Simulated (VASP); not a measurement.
Wanted: the native input for a VASP 6.6.1 run.

* Task: single point
* Functional: PBE
* Potentials or basis: VASP PAW PBE potentials, release 64 (Al, H)
* Cutoff: 520 eV
* k mesh: 5 × 5 × 1
* Occupations: gaussian, width 0.1 eV
* Spin: no spin polarisation
* Dipole correction: yes
* Further INCAR settings: ALGO = Normal; EDIFF = 1e-06; NBANDS = 32

The structure of Al6H lies in POSCAR:

```
Al6H
1.0
    5.7135165837      0.0000000000      0.0000000000
    0.0000000000      5.7135165837      0.0000000000
    0.0000000000      0.0000000000     22.1746954375
Al H
12 2
Direct
    0.2500000000      0.2500000000      0.1803857921
    0.2500000000      0.7500000000      0.1803857921
    0.7500000000      0.2500000000      0.1803857921
    0.7500000000      0.7500000000      0.1803857921
    0.0000000000      0.0000000000      0.2744050924
    0.0000000000      0.5000000000      0.2744050924
    0.5000000000      0.0000000000      0.2744050924
    0.5000000000      0.5000000000      0.2744050924
    0.2500000000      0.2500000000      0.3686497278
    0.2500000000      0.7500000000      0.3686497278
    0.7500000000      0.2500000000      0.3686497278
    0.7500000000      0.7500000000      0.3686497278
    0.0000000000     -0.1033514109      0.4466665829
    0.0000000000      0.1033514109      0.4466665829
```

The input as run:

INCAR

```
PREC     = Accurate       # precision mode
ENCUT    = 520            # plane-wave cutoff, eV
EDIFF    = 1E-6           # SCF threshold, eV
ISMEAR   = 0              # smearing method
SIGMA    = 0.1            # smearing width, eV
LREAL    = False          # projectors in reciprocal space
LASPH    = True           # aspherical terms in the spheres
NELM     = 60             # most SCF steps
ALGO     = Normal         # electronic algorithm
ISIF     = 2              # what is computed and relaxed
LWAVE    = False          # write WAVECAR
LCHARG   = True           # write CHGCAR
LDIPOL   = True         
IDIPOL   = 3            
DIPOL    = 0.5 0.5 0.299
GGA      = PE             # functional
LELF     = True           # ELF
LVHAR    = True         
LVACPOTAV= True         
NBANDS   = 32             # bands
```

KPOINTS

```
regular mesh
0
Gamma
  5 5 1
```

Potentials or basis: VASP PAW PBE potentials, release 64 (Al, H).

Launch:

```console
$ cat potpaw_PBE.64/Al/POTCAR potpaw_PBE.64/H/POTCAR > POTCAR
$ mpirun -np 1 vasp_std > vasp.out
```

It gave:

```
Largest force          : 2.026 eV/Å
Band gap on the k mesh : zero (bands 19 and 20 overlap by 0.81 eV)
```

It took 15 min on 1 thread of Intel Xeon 8259CL, on a shared host, peak memory 0.68 GiB.
